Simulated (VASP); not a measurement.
# KTaO3 in VASP: notebook, part 2 of 2

VASP 6.6.1.

### Step 4. Relaxation of cell and atoms, PBE+D3(BJ)

This run uses another cell than the first one, of 12.69 Å³/atom, 0.988 times its volume.

The input, INCAR:

```
  PREC = Accurate
  ENCUT = 600
  EDIFF = 1E-7
  ISMEAR = -1
  SIGMA = 0.05
  LREAL = False
  LASPH = True
  NELM = 60
  ALGO = Normal
  ISIF = 3
  LWAVE = False
  LCHARG = False
  GGA = PE
  IVDW = 12
  IBRION = 2
  NSW = 60
  EDIFFG = -0.01
```

The input, KPOINTS:

```
regular mesh
0
Gamma
  7 7 7
```

The input, POSCAR:

```
KTaO3
1.0
    3.9883000000      0.0000000000      0.0000000000
    0.0000000000      3.9883000000      0.0000000000
    0.0000000000      0.0000000000      3.9883000000
Ta K O
1 1 3
Direct
    0.0000000000      0.0000000000      0.0000000000
    0.5000000000      0.5000000000      0.5000000000
    0.0000000000      0.0000000000      0.5000000000
    0.0000000000      0.5000000000      0.0000000000
    0.5000000000      0.0000000000      0.0000000000
```

The run is started by

```
> cat potpaw_PBE.64/Ta_pv/POTCAR potpaw_PBE.64/K_sv/POTCAR potpaw_PBE.64/O/POTCAR > POTCAR
> mpirun -np 1 vasp_std > vasp.out
```

It took 48 s on 1 thread of AMD EPYC 9R14 (Zen 4), shared host; peak memory 0.19 GiB.

The run converged. Its results:

```
Free energy                            : -42.2266 eV
Relaxed volume                         : 12.87 Å³/atom
Relaxed cell                           : a = 4.007 Å, b = 4.007 Å, c = 4.007 Å, α = 90.00°, β = 90.00°, γ = 90.00°
Space group after relaxing (to 0.05 Å) : Pm-3m (No. 221)
Energy gained by relaxing              : 1.6 meV/atom
Ionic steps                            : 3
Pressure after relaxing                : 0.0 GPa
Band gap on the k mesh                 : 2.20 eV, indirect (least direct gap 2.77 eV)
Dispersion energy per atom             : -0.233 eV
```

Step by step:
| step | energy change (eV) | largest force (eV/Å) | pressure (GPa) | volume (Å³) |
| --- | --- | --- | --- | --- |
| 1 | 0.0000 | 0.0000 | 2.82 | 63.44 |
| 2 | 0.0050 | 0.0000 | -3.40 | 65.52 |
| 3 | -0.0078 | 0.0000 | -0.01 | 64.34 |

Final structure:
```
Ta K O
1.0
     4.00701    0.00000    0.00000
     0.00000    4.00701    0.00000
     0.00000    0.00000    4.00701
Ta K O
1 1 3
Direct
  0.00000 0.00000 0.00000
  0.50000 0.50000 0.50000
  0.00000 0.00000 0.50000
  0.00000 0.50000 0.00000
  0.50000 0.00000 0.00000
```

Levels at points of the mesh, in eV from the valence-band top:
| k point | band 17 | band 18 | band 19 | band 20 | band 21 | band 22 |
| --- | --- | --- | --- | --- | --- | --- |
| (0.00, 0.00, 0.00) | -0.57 | -0.57 | -0.57 | 2.20 | 2.20 | 2.20 |

Caveat: spin-orbit coupling is left out, which moves the levels of the heavy elements. Zero-point motion and thermal expansion aren't in these numbers.

### Step 5. Relaxation of cell and atoms, PBE+D4

This run uses another cell than the first one, of 12.69 Å³/atom, 0.988 times its volume.

The input, INCAR:

```
SYSTEM = KTaO3
  PREC = Accurate
  ENCUT = 600
  EDIFF = 1E-6
  ISMEAR = -1
  SIGMA = 0.05
  LREAL = .False.
  LASPH = .True.
  NELM = 80
  ALGO = Normal
  ISIF = 3
  LWAVE = .False.
  LCHARG = .False.
  GGA = PE
  IVDW = 13
  IBRION = 2
  NSW = 60
  EDIFFG = -0.01
```

The input, KPOINTS:

```
regular mesh
0
Gamma
  7 7 7
  0 0 0
```

POSCAR is that of step 4.

The run is started by

```
> cat potpaw_PBE.64/Ta_pv/POTCAR potpaw_PBE.64/K_sv/POTCAR potpaw_PBE.64/O/POTCAR > POTCAR
> mpirun -np 1 vasp_std > vasp.out
```

Run time: 42 s. Hardware: 1 thread of AMD EPYC 9R14 (Zen 4), shared host; peak memory 0.18 GiB.

It converged, with:

| Item | Value |
| --- | --- |
| Free energy | -41.8398 eV |
| Relaxed volume | 12.93 Å³/atom |
| Relaxed cell | a = 4.014 Å, b = 4.014 Å, c = 4.014 Å, α = 90.00°, β = 90.00°, γ = 90.00° |
| Space group after relaxing (to 0.05 Å) | Pm-3m (No. 221) |
| Energy gained by relaxing | 2.8 meV/atom |
| Ionic steps | 3 |
| Pressure after relaxing | 0.0 GPa |
| Band gap on the k mesh | 2.19 eV, indirect (least direct gap 2.76 eV) |
| Dispersion energy per atom | -0.154 eV |

Step by step:
```
step  energy change (eV)  largest force (eV/Å)  pressure (GPa)  volume (Å³)
   1              0.0000                0.0000            3.82        63.44
   2              0.0086                0.0000           -4.46        66.26
   3             -0.0142                0.0000           -0.02        64.66
```

Final structure:
```cif
data_structure
_symmetry_space_group_name_H-M 'P 1'
_symmetry_Int_Tables_number 1
_cell_length_a 4.0137
_cell_length_b 4.0137
_cell_length_c 4.0137
_cell_angle_alpha 90.000
_cell_angle_beta 90.000
_cell_angle_gamma 90.000
_cell_volume 64.66
loop_
_atom_site_label
_atom_site_type_symbol
_atom_site_fract_x
_atom_site_fract_y
_atom_site_fract_z
_atom_site_occupancy
Ta1 Ta 0.00000 0.00000 0.00000 1
K1 K 0.50000 0.50000 0.50000 1
O1 O 0.00000 0.00000 0.50000 1
O2 O 0.00000 0.50000 0.00000 1
O3 O 0.50000 0.00000 0.00000 1
```

Levels at points of the mesh, in eV from the valence-band top:
```csv
k point,band 17,band 18,band 19,band 20,band 21,band 22
"(0.00, 0.00, 0.00)",-0.57,-0.57,-0.57,2.19,2.19,2.19
```

Caveat: spin-orbit coupling is left out, which moves the levels of the heavy elements. Zero-point motion and thermal expansion aren't in these numbers.

### Step 6. Single point, PBEsol

This run uses another cell than the first one, of 13.20 Å³/atom, 1.028 times its volume.

The input, INCAR:

```
PREC = Accurate
ENCUT = 600
EDIFF = 1E-6
ISMEAR = -1
SIGMA = 0.05
LREAL = F
LASPH = T
NELM = 120
ALGO = Normal
ISIF = 2
LWAVE = F
LCHARG = F
GGA = PS
NBANDS = 28
GGA_COMPAT = F
```

The input, KPOINTS:

```
Automatic mesh
0
Gamma
  6 6 6
```

Edit POSCAR of step 5 so:

```diff
@@ -2,4 +2,4 @@
 1.0
-    3.9883000000      0.0000000000      0.0000000000
-    0.0000000000      3.9883000000      0.0000000000
+    4.0680660000      0.0000000000      0.0000000000
+    0.0000000000      4.0680660000      0.0000000000
     0.0000000000      0.0000000000      3.9883000000
```

Potentials or basis: VASP PAW PBE potentials, release 64 (Ta_sv_GW, K_sv, O).

The run is started by

```
> cat potpaw_PBE.64/Ta_sv_GW/POTCAR potpaw_PBE.64/K_sv/POTCAR potpaw_PBE.64/O/POTCAR > POTCAR
> mpirun -np 1 vasp_std > vasp.out
```

It took 1.9 min on 1 thread of Intel Xeon Platinum 8259CL at 2.50GHz (Skylake/Cascade Lake), shared host; peak memory 0.24 GiB.

Results (log left out):

```
Free energy            : -45.4340 eV
Pressure               : -7.5 GPa
Band gap on the k mesh : 2.00 eV, indirect (least direct gap 2.64 eV)
```

Stress tensor (GPa, compression positive):
```
-9.68  0.00  0.00
 0.00 -9.68  0.00
 0.00  0.00 -3.18
```

Levels at points of the mesh, in eV from the valence-band top:
| k point | band 16 | band 17 | band 18 | band 19 | band 20 | band 21 | band 22 | band 23 | band 24 | band 25 |
| --- | --- | --- | --- | --- | --- | --- | --- | --- | --- | --- |
| (0.00, 0.00, 0.00) | -1.07 | -0.95 | -0.65 | -0.65 | -0.64 | 2.00 | 2.02 | 2.02 | 6.04 | 6.17 |
| (0.50, 0.00, 0.00) | -2.29 | -2.15 | -1.47 | -0.91 | -0.85 | 2.16 | 4.65 | 4.65 | 6.39 | 7.97 |
| (0.50, 0.50, 0.00) | -2.63 | -1.76 | -1.55 | -1.55 | -0.04 | 4.69 | 4.69 | 5.88 | 7.47 | 9.74 |
| (0.00, 0.00, 0.50) | -2.32 | -2.05 | -1.43 | -0.84 | -0.84 | 2.16 | 4.90 | 4.90 | 6.21 | 7.74 |
| (0.50, 0.00, 0.50) | -2.67 | -1.73 | -1.36 | -1.34 | -0.07 | 4.69 | 4.93 | 6.06 | 6.99 | 9.89 |
| (0.50, 0.50, 0.50) | -3.91 | -3.69 | -0.03 | -0.03 | 0.00 | 6.00 | 6.17 | 6.17 | 8.58 | 8.70 |

Caveat: the PAW data sets were made with another functional, which shifts forces and pressure a little; spin-orbit coupling is left out, which moves the levels of the heavy elements. A k mesh can miss the band edges.

### Step 7. Overview

| task | level | potentials or basis | cell | k mesh | cutoff (eV) | second run | gap on the mesh (eV) | pressure (GPa) | relaxed volume (Å³/atom) |
| --- | --- | --- | --- | --- | --- | --- | --- | --- | --- |
| single point | PBE+D3(BJ) | VASP PAW PBE potentials, release 64 (Ta_pv, K_sv, O) | a = 4.004 Å, 5 atoms | 7 × 7 × 7 | 520 | - | 2.21 | 0.6 | - |
| single point | PBE+D4 | VASP PAW PBE potentials, release 64 (Ta_pv, K_sv, O) | a = 4.010 Å, 5 atoms | 7 × 7 × 7 | 520 | - | 2.20 | 0.6 | - |
| relaxation of cell and atoms | PBE+D3(BJ) | VASP PAW PBE potentials, release 64 (Ta_pv, K_sv, O) | relaxed from a = 3.988 Å, 5 atoms | 7 × 7 × 7 | 600 | - | 2.20 | 0.0 | 12.87 |
| relaxation of cell and atoms | PBE+D4 | VASP PAW PBE potentials, release 64 (Ta_pv, K_sv, O) | relaxed from a = 3.988 Å, 5 atoms | 7 × 7 × 7 | 600 | - | 2.19 | 0.0 | 12.93 |
| single point | PBEsol | VASP PAW PBE potentials, release 64 (Ta_sv_GW, K_sv, O) | a = 4.068, b = 4.068, c = 3.988 Å, 5 atoms | 6 × 6 × 6 | 600 | valence_matched | 2.00 | -7.5 | - |

Alike in all rows: no spin polarisation; smearing fermi-dirac 0.05 eV.

Caveats: spin-orbit coupling is left out, which moves the levels of the heavy elements; the PAW data sets were made with another functional, which shifts forces and pressure a little (some runs).

Absolute energies hang on the potentials; compare differences alone.
